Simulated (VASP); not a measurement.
# BaS (Fm-3m) in VASP: single point with HSE06

Aim: the single point of BaS with HSE06.

Program: VASP 6.6.1. These are calculated values, not measurements. Logs are shortened: lines on timing, memory, paths and dates and some standing lists are left out, and cuts for length are marked.

## (1) The cell of the first run

It takes space group Fm-3m (No. 225, cubic). Conventional cell: a = 6.424 Å, b = 6.424 Å, c = 6.424 Å, α = 90.00°, β = 90.00°, γ = 90.00°. Within 4.2 Å of Ba (site symmetry m-3m) lie 6 S at 3.21 Å. S (site symmetry m-3m) has 6 Ba at 3.21 Å within 4.2 Å.

## (2) Single point, HSE06

POSCAR

```
BaS
1.0
    0.0000000000      3.2117958750      3.2117958750
    3.2117958750      0.0000000000      3.2117958750
    3.2117958750      3.2117958750      0.0000000000
Ba S
1 1
Direct
    0.0000000000      0.0000000000      0.0000000000
    0.5000000000      0.5000000000      0.5000000000
```

INCAR.step1

```
PREC     = Accurate       # precision mode
ENCUT    = 520            # plane-wave cutoff, eV
EDIFF    = 1E-5           # SCF threshold, eV
ISMEAR   = 0              # smearing method
SIGMA    = 0.01           # smearing width, eV
LREAL    = False          # projectors in reciprocal space
LASPH    = True           # aspherical terms in the spheres
NELM     = 60             # most SCF steps
ALGO     = Normal         # electronic algorithm
ISIF     = 2              # what is computed and relaxed
LWAVE    = True           # write WAVECAR
NBANDS   = 15             # bands
GGA      = PE             # functional
```

INCAR.step2

```
PREC     = Accurate       # precision mode
ENCUT    = 520            # plane-wave cutoff, eV
EDIFF    = 1E-6           # SCF threshold, eV
ISMEAR   = 0              # smearing method
SIGMA    = 0.01           # smearing width, eV
LREAL    = False          # projectors in reciprocal space
LASPH    = True           # aspherical terms in the spheres
NELM     = 60             # most SCF steps
ALGO     = Normal         # electronic algorithm
ISIF     = 2              # what is computed and relaxed
LWAVE    = False          # write WAVECAR
LCHARG   = True           # write CHGCAR
GGA      = PE             # functional
LHFCALC  = True           # exact exchange
HFSCREEN = 0.2079         # screening, 1/A
PRECFOCK = Normal       
LELF     = True           # ELF
LVHAR    = True         
NBANDS   = 15             # bands
ISTART   = 1
```

KPOINTS

```
regular mesh
0
Gamma
  6 6 6
```

Potentials or basis: VASP PAW PBE potentials, release 64 (Ba_sv, S).

On the command line:

```console
$ cat potpaw_PBE.64/Ba_sv/POTCAR potpaw_PBE.64/S/POTCAR > POTCAR
$ cp INCAR.step1 INCAR
$ mpirun -np 1 vasp_std > vasp.out
$ cp INCAR.step2 INCAR
$ mpirun -np 1 vasp_std > vasp.out
```

OUTCAR:

```text
PREC = Accurate
   ENCUT = 520
   EDIFF = 1E-6
   ISMEAR = 0
   LREAL = False
   LASPH = True
   NELM = 60
   ISIF = 2
   GGA = PE
   LHFCALC = True
   HFSCREEN = 0.2079
   PRECFOCK = Normal
   ISTART = 1

 ion  position               nearest neighbor table
   1  0.000  0.000  0.000-   2 3.21   2 3.21   2 3.21   2 3.21   2 3.21   2 3.21
   2  0.500  0.500  0.500-   1 3.21   1 3.21   1 3.21   1 3.21   1 3.21   1 3.21

  LATTYP: Found a face centered cubic cell.
 ALAT       =     6.4235917500

  Lattice vectors:

 A1 = (   0.0000000000,   3.2117958750,   3.2117958750)
 A2 = (   3.2117958750,   0.0000000000,   3.2117958750)
 A3 = (   3.2117958750,   3.2117958750,   0.0000000000)

Analysis of symmetry for initial positions (statically):
=====================================================================
 Subroutine PRICEL returns:
 Original cell was already a primitive cell.

 Routine SETGRP: Setting up the symmetry group for a
 face centered cubic supercell.

 Subroutine GETGRP returns: Found 48 space group operations
 (whereof 48 operations were pure point group operations)
 out of a pool of 48 trial point group operations.

The static configuration has the point symmetry O_h .

Analysis of symmetry for dynamics (positions and initial velocities):
=====================================================================
 Subroutine PRICEL returns:
 Original cell was already a primitive cell.

 Routine SETGRP: Setting up the symmetry group for a
 face centered cubic supercell.

 Subroutine GETGRP returns: Found 48 space group operations
 (whereof 48 operations were pure point group operations)
 out of a pool of 48 trial point group operations.

The dynamic configuration has the point symmetry O_h .

 Subroutine INISYM returns: Found 48 space group operations
 (whereof 48 operations are pure point group operations),
 and found     1 'primitive' translations

----------------------------------------------------------------------------------------

                                     Primitive cell

  volume of cell :      66.2634

  direct lattice vectors                    reciprocal lattice vectors
     0.000000000  3.211795875  3.211795875    -0.155676145  0.155676145  0.155676145
     3.211795875  0.000000000  3.211795875     0.155676145 -0.155676145  0.155676145
     3.211795875  3.211795875  0.000000000     0.155676145  0.155676145 -0.155676145

  length of vectors
     4.542165286  4.542165286  4.542165286     0.269638992  0.269638992  0.269638992

  position of ions in fractional coordinates (direct lattice)
     0.000000000  0.000000000  0.000000000
     0.500000000  0.500000000  0.500000000

  ion indices of the primitive-cell ions
   primitive index   ion index
                 1           1
                 2           2

----------------------------------------------------------------------------------------

 KPOINTS: regular mesh

Automatic generation of k-mesh.
 Grid dimensions read from file:
 generate k-points for:    6    6    6

 Generating k-lattice:

  Cartesian coordinates                     Fractional coordinates (reciprocal lattice)
    -0.025946024  0.025946024  0.025946024     0.166666667  0.000000000  0.000000000
     0.025946024 -0.025946024  0.025946024     0.000000000  0.166666667  0.000000000
     0.025946024  0.025946024 -0.025946024     0.000000000  0.000000000  0.166666667

  Length of vectors
     0.044939832  0.044939832  0.044939832

  Shift w.r.t. Gamma in fractional coordinates (k-lattice)
     0.000000000  0.000000000  0.000000000

 Subroutine IBZKPT returns following result:
 ===========================================

 Found     16 irreducible k-points:

 Following reciprocal coordinates:
            Coordinates               Weight
  0.000000  0.000000  0.000000      1.000000
  0.166667  0.000000  0.000000      8.000000
  0.333333  0.000000  0.000000      8.000000
  0.500000  0.000000  0.000000      4.000000
  0.166667  0.166667  0.000000      6.000000
  0.333333  0.166667  0.000000     24.000000
[... 8 lines left out ...]
 -0.333333  0.333333  0.166667     24.000000
 -0.333333  0.500000  0.166667     12.000000
   k-points           NKPTS =     16   k-points in BZ     NKDIM =    216   number of bands    NBANDS=     15
   number of dos      NEDOS =    301   number of ions     NIONS =      2
   total plane-waves  NPLWV =  46656
   dimension x,y,z NGX =    36 NGY =   36 NGZ =   36
   dimension x,y,z NGXF=    72 NGYF=   72 NGZF=   72
   ions per type =               1   1
   NGX,Y,Z   is equivalent  to a cutoff of  13.18, 13.18, 13.18 a.u.
   NGXF,Y,Z  is equivalent  to a cutoff of  26.35, 26.35, 26.35 a.u.
 SYSTEM =  unknown system
   PREC   = accura    normal or accurate (medium, high low for compatibility)
   ISTART =      1    job   : 0-new  1-cont  2-samecut
   ICHARG =      0    charge: 1-file 2-atom 10-const
   ISPIN  =      1    spin polarized calculation?
   LNONCOLLINEAR =      F non collinear calculations
   LSORBIT =      F    spin-orbit coupling
   LASPH  =      T    aspherical Exc in radial PAW
   ENCUT  =  520.0 eV  38.22 Ry    6.18 a.u.   8.45  8.45  8.45*2*pi/ulx,y,z
   NELM   =     60;   NELMIN=  2; NELMDL=  0     # of ELM steps
   EDIFF  = 0.1E-05   stopping-criterion for ELM
   LREAL  =      F    real-space projection
   EDIFFG = 0.1E-04   stopping-criterion for IOM
   NSW    =      0    number of steps for IOM
   IBRION =     -1    ionic relax: 0-MD 1-quasi-New 2-CG
   NFREE  =      0    steps in history (QN), initial steepest desc. (CG)
   ISIF   =      2    stress and relaxation
   ISYM   =      3    0-nonsym 1-usesym 2-fastsym
   POTIM  = 0.5000    time-step for ionic-motion
   TEBEG  =    0.0;   TEEND  =   0.0 temperature during run
   PSTRESS=    0.0 pullay stress
   NELECT =      16.0000    total number of electrons
   NUPDOWN=      -1.0000    fix difference up-down
   EMIN   =  10.00;   EMAX   =-10.00  energy-range for DOS
   EFERMI =   0.00;   METHOD = LEGACY
   ISMEAR =     0;   SIGMA  =   0.01  broadening in eV -4-tet -1-fermi 0-gaus
   EFERMI_NEDOS =   21; number of points for ismear=-14 and -15
   IALGO  =     38    algorithm
   IMIX   =      1    mixing-type and parameters
     AMIX     =   0.40;   BMIX     =  1.00
     AMIX_MAG =   1.60;   BMIX_MAG =  1.00
  volume/ion in A,a.u.               =      33.13       223.58
  Fermi-wavevector in a.u.,A,eV,Ry     =   1.019429  1.926441 14.139651  1.039235
  Thomas-Fermi vector in A             =   2.152942
   LORBIT       =      0    0 simple, 1 ext, 2 COOP (PROOUT), +10 PAW based schemes
   GGA     = PE    functional components
   LHFCALC =     T    Hartree Fock is set to
   PRECFOCK=normal    Normal, Fast or Accurate (Low or Medium for compatibility)
   ENCUT4O =  -1.0   cutoff for four orbital integrals eV
   NKREDX  =     1    reduce k-point grid by
   NKREDY  =     1    reduce k-point grid by
   NKREDZ  =     1    reduce k-point grid by
   AEXX    =    0.2500 exact exchange contribution
   HFSCREEN=    0.2079 screening length (either q_TF or 0.3 A-1)
   HFSCREENC=   0.2079 screening length for correlation (either q_TF or 0.3 A-1)
   ENCUTFOCK=  -1.0 apply spherical cutoff to Coloumb kernel
   IVDW    =     0    specifies the selected vdW correction
   LEPSILON=     F    determine dielectric tensor
   LRPA    =     F    only Hartree local field effects (RPA)
 non-spin polarized calculation
 Gauss-broadening in eV      SIGMA  =   0.01
  energy-cutoff  :      520.00
  volume of cell :       66.26
 maximum number of plane-waves:      1807
 NGX is ok and might be reduce to    36
  NGX = 28; NGY = 28; NGZ = 28

 number of electron      16.0000002 magnetization

 Free energy of the ion-electron system (eV)
  ---------------------------------------------------
  ext. energy  EPLUGINS =         0.00000000
  ---------------------------------------------------
  free energy    TOTEN  =       -11.54784689 eV

  energy without entropy =      -11.54784689  energy(sigma->0) =      -11.54784689

 E-fermi :   0.7712     XC(G=0):  -7.1490

 val. band max:        0.7092138235   @ k =   0.0000   0.0000   0.0000
 cond. band min:       3.7565152997   @ k =   0.5000   0.5000   0.0000
 fundamental gap:      3.0473014762
 Fermi energy:         0.7712153591

 k-point     1 :       0.0000    0.0000    0.0000
  band No.  band energies     occupation
      1     -27.1550      2.00000
      2     -11.1545      2.00000
      3     -11.1545      2.00000
      4     -11.1545      2.00000
      5     -10.6994      2.00000
      6       0.7092      2.00000
      7       0.7092      2.00000
      8       0.7092      2.00000
      9       5.2049      0.00000
     10       5.6226      0.00000
     11       5.6226      0.00000
     12       5.6226      0.00000
     13       6.5567      0.00000
     14       6.5567      0.00000
     15      10.4336      0.00000

 k-point     2 :       0.1667    0.0000    0.0000
  band No.  band energies     occupation
      1     -27.1435      2.00000
      2     -11.7350      2.00000
      3     -11.1624      2.00000
      4     -11.1624      2.00000
      5     -10.0872      2.00000
      6       0.0508      2.00000
      7       0.3668      2.00000
      8       0.3668      2.00000
      9       5.6280      0.00000
     10       6.0482      0.00000
     11       6.0482      0.00000
     12       6.2075      0.00000
     13       7.3530      0.00000
     14       7.3530      0.00000
     15      11.5299      0.00000
[... 221 lines left out ...]
      3     -11.4286      2.00000
      4     -11.3317      2.00000
      5      -9.7411      2.00000
      6      -0.6393      2.00000
      7      -0.0353      2.00000
      8       0.0272      2.00000
      9       6.1888      0.00000
     10       6.3076      0.00000
     11       8.4589      0.00000
     12       8.8975      0.00000
     13       9.2055      0.00000
     14      11.1995      0.00000
     15      11.4182      0.00000

 k-point    16 :      -0.3333    0.5000    0.1667
  band No.  band energies     occupation
      1     -27.0946      2.00000
      2     -11.7342      2.00000
      3     -11.5803      2.00000
      4     -11.4289      2.00000
      5     -10.0479      2.00000
      6      -0.2341      2.00000
      7       0.1096      2.00000
      8       0.2952      2.00000
      9       4.8789      0.00000
     10       7.3277      0.00000
     11       8.0050      0.00000
     12       8.8045      0.00000
     13       9.4534      0.00000
     14      10.1518      0.00000
     15      11.6843      0.00000

------------------------ aborting loop because EDIFF is reached ----------------------------------------

  FORCE on cell =-STRESS in cart. coord.  units (eV):
  Direction    XX          YY          ZZ          XY          YZ          ZX
  --------------------------------------------------------------------------------------
  -------------------------------------------------------------------------------------
  Total        0.0800458      0.0800458      0.0800458      0.0000000      0.0000000     -0.0000000
  in kB        1.9354210      1.9354210      1.9354210      0.0000000      0.0000000     -0.0000000
  external PRESSURE =       1.9354210 kB  Pullay stress =       0.0000000 kB

 VOLUME and BASIS-vectors are now :
 -----------------------------------------------------------------------------
  energy-cutoff  :      520.00
  volume of cell :       66.26
      direct lattice vectors                 reciprocal lattice vectors
     0.000000000  3.211795875  3.211795875    -0.155676145  0.155676145  0.155676145
     3.211795875  0.000000000  3.211795875     0.155676145 -0.155676145  0.155676145
     3.211795875  3.211795875  0.000000000     0.155676145  0.155676145 -0.155676145

 POSITION                                       TOTAL-FORCE (eV/Angst)
 -----------------------------------------------------------------------------------
      0.00000      0.00000      0.00000         0.000000     -0.000000      0.000000
      3.21180      3.21180      3.21180        -0.000000      0.000000     -0.000000
 -----------------------------------------------------------------------------------
    total drift:                               -0.000000     -0.000000     -0.000000

  FREE ENERGIE OF THE ION-ELECTRON SYSTEM (eV)
  ---------------------------------------------------
  free  energy   TOTEN  =       -11.5478468901 eV

  energy  without entropy=      -11.5478468901  energy(sigma->0) =      -11.54784689
```

Run time: 54 min. Hardware: 1 thread of Intel Xeon Platinum 8375C at 2.90GHz (Ice Lake), shared host; peak memory 0.34 GiB.

Results:

* Free energy: -11.5478 eV
* Pressure: 0.2 GPa
* Band gap on the k mesh: 3.05 eV (least direct gap 3.21 eV)

Caveat: the PAW data sets were made with another functional, which shifts forces and pressure a little; spin-orbit coupling is left out, which moves the levels of the heavy elements. A k mesh can miss the band edges.
